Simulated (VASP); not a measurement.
# In (I4/mmm) in VASP: notebook, part 3 of 3

VASP 6.6.1. The steps go on from the part before.

## (5) Electric field gradients, PBE

The input, INCAR:

```
SYSTEM = In
  PREC = Accurate
  ENCUT = 520
  EDIFF = 1E-8
  ISMEAR = -1
  SIGMA = 0.05
  LREAL = .FALSE.
  LASPH = .TRUE.
  NELM = 100
  ALGO = Normal
  ISIF = 2
  LWAVE = .FALSE.
  LCHARG = .FALSE.
  GGA = PE
  LEFG = .TRUE.
  NBANDS = 12
```

The input, KPOINTS:

```
regular mesh
0
G
  14 14 14
  0 0 0
```

The input, POSCAR:

```
In
1.0
   -1.6261500000      1.6261500000      2.4739500000
    1.6261500000     -1.6261500000      2.4739500000
    1.6261500000      1.6261500000     -2.4739500000
In
1
Direct
    0.0000000000      0.0000000000      0.0000000000
```

Potentials or basis: VASP PAW PBE potentials, release 64 (In_d).

The run is started by

```bash
$ cat potpaw_PBE.64/In_d/POTCAR > POTCAR
$ mpirun -np 1 vasp_std > vasp.out
```

OUTCAR:

```text
SYSTEM = In
   PREC = Accurate
   ENCUT = 520
   EDIFF = 1E-8
   ISMEAR = -1
   LREAL = .FALSE.
   LASPH = .TRUE.
   NELM = 100
   ISIF = 2
   GGA = PE

 ion  position               nearest neighbor table
   1  0.000  0.000  0.000-

  LATTYP: Found a body centered tetragonal cell.
 ALAT       =     3.2523000000
 C/A-ratio  =     1.5213541186

  Lattice vectors:

 A1 = (  -1.6261500000,   1.6261500000,   2.4739500000)
 A2 = (   1.6261500000,  -1.6261500000,   2.4739500000)
 A3 = (   1.6261500000,   1.6261500000,  -2.4739500000)

Analysis of symmetry for initial positions (statically):
=====================================================================
 Subroutine PRICEL returns:
 Original cell was already a primitive cell.

 Routine SETGRP: Setting up the symmetry group for a
 body centered tetragonal supercell.

 Subroutine GETGRP returns: Found 16 space group operations
 (whereof 16 operations were pure point group operations)
 out of a pool of 16 trial point group operations.

The static configuration has the point symmetry D_4h.

Analysis of symmetry for dynamics (positions and initial velocities):
=====================================================================
 Subroutine PRICEL returns:
 Original cell was already a primitive cell.

 Routine SETGRP: Setting up the symmetry group for a
 body centered tetragonal supercell.

 Subroutine GETGRP returns: Found 16 space group operations
 (whereof 16 operations were pure point group operations)
 out of a pool of 16 trial point group operations.

The dynamic configuration has the point symmetry D_4h.

 Subroutine INISYM returns: Found 16 space group operations
 (whereof 16 operations are pure point group operations),
[... 154 lines left out ...]
      4      -7.0024      2.00000
      5      -6.8973      2.00000
      6      -2.0230      2.00000
      7      18.0596      0.00000
      8      18.0596      0.00000
      9      18.2301      0.00000
     10      19.0961      0.00000
     11      21.4719      0.00000
     12      21.6011      0.00000
[... 331 lines left out ...]
 k-point    24 :       0.2857    0.1429    0.0000
  band No.  band energies     occupation
      1      -7.1282      2.00000
      2      -7.1014      2.00000
      3      -7.0357      2.00000
      4      -6.9103      2.00000
      5      -6.8578      2.00000
      6       0.8148      2.00000
      7       8.6180      0.00000
      8      12.7921      0.00000
      9      15.6832      0.00000
     10      18.4498      0.00000
     11      20.3194      0.00000
     12      21.8447      0.00000

 [... further k-points ...]
[... 5 lines left out ...]
  --------------------------------------------------------------------------------------
  -------------------------------------------------------------------------------------
  Total        0.2924780      0.2924780      0.3362847      0.0000000     -0.0000000      0.0000000
  in kB       17.9073636     17.9073636     20.5894880      0.0000000     -0.0000000      0.0000000
  external PRESSURE =      18.8014051 kB  Pullay stress =       0.0000000 kB

 VOLUME and BASIS-vectors are now :
 -----------------------------------------------------------------------------
  energy-cutoff  :      520.00
  volume of cell :       26.17
      direct lattice vectors                 reciprocal lattice vectors
    -1.626150000  1.626150000  2.473950000     0.000000000  0.307474710  0.202105944
     1.626150000 -1.626150000  2.473950000     0.307474710  0.000000000  0.202105944
     1.626150000  1.626150000 -2.473950000     0.307474710  0.307474710  0.000000000

 POSITION                                       TOTAL-FORCE (eV/Angst)
 -----------------------------------------------------------------------------------
      0.00000      0.00000      0.00000         0.000000      0.000000      0.000000
 -----------------------------------------------------------------------------------
    total drift:                               -0.000000     -0.000000     -0.000000

  FREE ENERGIE OF THE ION-ELECTRON SYSTEM (eV)
  ---------------------------------------------------
  free  energy   TOTEN  =        -2.5556729651 eV

  energy  without entropy=       -2.5522599096  energy(sigma->0) =       -2.55396644

 Electric field gradients (V/A^2)
---------------------------------------------------------------------
 ion       V_xx      V_yy      V_zz      V_xy      V_xz      V_yz
---------------------------------------------------------------------
   1     -10.707   -10.707    21.413    -0.000     0.001     0.001
---------------------------------------------------------------------

 Electric field gradients after diagonalization (V/A^2)
 (convention: |V_zz| > |V_xx| > |V_yy|)
----------------------------------------------------------------------
 ion       V_xx      V_yy      V_zz     asymmetry (V_yy - V_xx)/ V_zz
----------------------------------------------------------------------
   1     -10.707   -10.707    21.413       0.000
----------------------------------------------------------------------

           NMR quadrupolar parameters

 Cq : quadrupolar parameter    Cq=e*Q*V_zz/h
 eta: asymmetry parameters     (V_yy - V_xx)/ V_zz
 Q  : nuclear electric quadrupole moment in mb (millibarn)
----------------------------------------------------------------------
 ion       Cq(MHz)       eta       Q (mb)
----------------------------------------------------------------------
   1       0.052       0.000       1.000
----------------------------------------------------------------------
```

Wall time 59 s (1 thread of Intel Xeon 6975P-C, shared host); peak memory 0.21 GiB.

Results:

```yaml
Free_energy: -2.5557 eV
Pressure: 1.9 GPa
```

Electric field gradients, principal values (V/Å²):
| atom | least | middle | greatest (by size) |
| --- | --- | --- | --- |
| 1 In | -10.707 | -10.707 | 21.413 |

Caveat: without QUAD_EFG the Cq values of the log hold for a quadrupole moment of 1 mb, not for the nuclei; spin-orbit coupling is left out, which moves the levels of the heavy elements.

## (6) Electric field gradients, PBE

The input, INCAR:

```
ALGO = Normal
EDIFF = 1E-8
ENCUT = 520
GGA = PE
ISIF = 2
ISMEAR = -1
LASPH = T
LCHARG = F
LEFG = T
LREAL = F
LWAVE = F
NBANDS = 12
NELM = 80
PREC = Accurate
SIGMA = 0.05
```

The input, KPOINTS:

```
k-points
0
Gamma
  14 14 14
```

POSCAR is that of step 5.

Potentials or basis: VASP PAW PBE potentials, release 64 (In_d).

The run is started by

```bash
$ cat potpaw_PBE.64/In_d/POTCAR > POTCAR
$ mpirun -np 1 vasp_std > vasp.out
```

OUTCAR:

```text
EDIFF = 1E-8
   ENCUT = 520
   GGA = PE
   ISIF = 2
   ISMEAR = -1
   LASPH = T
   LREAL = F
   NELM = 80
   PREC = Accurate

 ion  position               nearest neighbor table
   1  0.000  0.000  0.000-

  LATTYP: Found a body centered tetragonal cell.
 ALAT       =     3.2523000000
 C/A-ratio  =     1.5213541186

  Lattice vectors:

 A1 = (  -1.6261500000,   1.6261500000,   2.4739500000)
 A2 = (   1.6261500000,  -1.6261500000,   2.4739500000)
 A3 = (   1.6261500000,   1.6261500000,  -2.4739500000)

Analysis of symmetry for initial positions (statically):
=====================================================================
 Subroutine PRICEL returns:
 Original cell was already a primitive cell.

 Routine SETGRP: Setting up the symmetry group for a
[... 542 lines left out ...]
  in kB       17.9073636     17.9073636     20.5894880      0.0000000     -0.0000000      0.0000000
  external PRESSURE =      18.8014051 kB  Pullay stress =       0.0000000 kB

 VOLUME and BASIS-vectors are now :
 -----------------------------------------------------------------------------
  energy-cutoff  :      520.00
  volume of cell :       26.17
      direct lattice vectors                 reciprocal lattice vectors
    -1.626150000  1.626150000  2.473950000     0.000000000  0.307474710  0.202105944
     1.626150000 -1.626150000  2.473950000     0.307474710  0.000000000  0.202105944
     1.626150000  1.626150000 -2.473950000     0.307474710  0.307474710  0.000000000

 POSITION                                       TOTAL-FORCE (eV/Angst)
 -----------------------------------------------------------------------------------
      0.00000      0.00000      0.00000         0.000000      0.000000      0.000000
 -----------------------------------------------------------------------------------
    total drift:                               -0.000000     -0.000000     -0.000000

  FREE ENERGIE OF THE ION-ELECTRON SYSTEM (eV)
  ---------------------------------------------------
  free  energy   TOTEN  =        -2.5556729651 eV

  energy  without entropy=       -2.5522599096  energy(sigma->0) =       -2.55396644

 Electric field gradients (V/A^2)
---------------------------------------------------------------------
 ion       V_xx      V_yy      V_zz      V_xy      V_xz      V_yz
---------------------------------------------------------------------
   1     -10.707   -10.707    21.413    -0.000     0.001     0.001
---------------------------------------------------------------------

 Electric field gradients after diagonalization (V/A^2)
 (convention: |V_zz| > |V_xx| > |V_yy|)
----------------------------------------------------------------------
 ion       V_xx      V_yy      V_zz     asymmetry (V_yy - V_xx)/ V_zz
----------------------------------------------------------------------
   1     -10.707   -10.707    21.413       0.000
----------------------------------------------------------------------

           NMR quadrupolar parameters

 Cq : quadrupolar parameter    Cq=e*Q*V_zz/h
 eta: asymmetry parameters     (V_yy - V_xx)/ V_zz
 Q  : nuclear electric quadrupole moment in mb (millibarn)
----------------------------------------------------------------------
 ion       Cq(MHz)       eta       Q (mb)
----------------------------------------------------------------------
   1       0.052       0.000       1.000
----------------------------------------------------------------------
```

stdout:

```text
POSCAR found type information on POSCAR In
 POSCAR found :  1 types and       1 ions
 scaLAPACK will be used
 LDA part: xc-table for (Slater+PW92), standard interpolation
 POSCAR, INCAR and KPOINTS ok, starting setup
 FFT: planning ... GRIDC
 FFT: planning ... GRID_SOFT
 FFT: planning ... GRID
 WAVECAR not read
 entering main loop
ion   1
```

Run time: 57 s. Hardware: 1 thread of Intel Xeon 6975P-C, shared host; peak memory 0.21 GiB.

Results:

```yaml
Free_energy: -2.5557 eV
Pressure: 1.9 GPa
```

Stress tensor (GPa, compression positive):
```
1.79 0.00 0.00
0.00 1.79 0.00
0.00 0.00 2.06
```

Electric field gradients, principal values (V/Å²):
| atom | least | middle | greatest (by size) |
| --- | --- | --- | --- |
| 1 In | -10.707 | -10.707 | 21.413 |

Caveat: without QUAD_EFG the Cq values of the log hold for a quadrupole moment of 1 mb, not for the nuclei; spin-orbit coupling is left out, which moves the levels of the heavy elements.

## (7) The runs side by side

```tsv
level	cell	gap on the mesh (eV)	pressure (GPa)
PBEsol	a = 3.378 Å, angles 122.4, 122.4, 85.8°, 1 atom	none	-1.1
PBE	a = 3.332 Å, angles 122.4, 122.4, 85.8°, 1 atom	none	4.0
PBE	a = 3.355 Å, angles 122.4, 122.4, 85.8°, 1 atom	none	2.9
PBE	a = 3.378 Å, angles 122.4, 122.4, 85.8°, 1 atom	none	1.9
```

Alike in all rows: task electric field gradients; potentials or basis VASP PAW PBE potentials, release 64 (In_d); no spin polarisation; k mesh 14 × 14 × 14; cutoff (eV) 520; smearing fermi-dirac 0.05 eV.

Caveats: spin-orbit coupling is left out, which moves the levels of the heavy elements; the PAW data sets were made with another functional, which shifts forces and pressure a little (some runs).

Absolute energies hang on the potentials; compare differences alone.
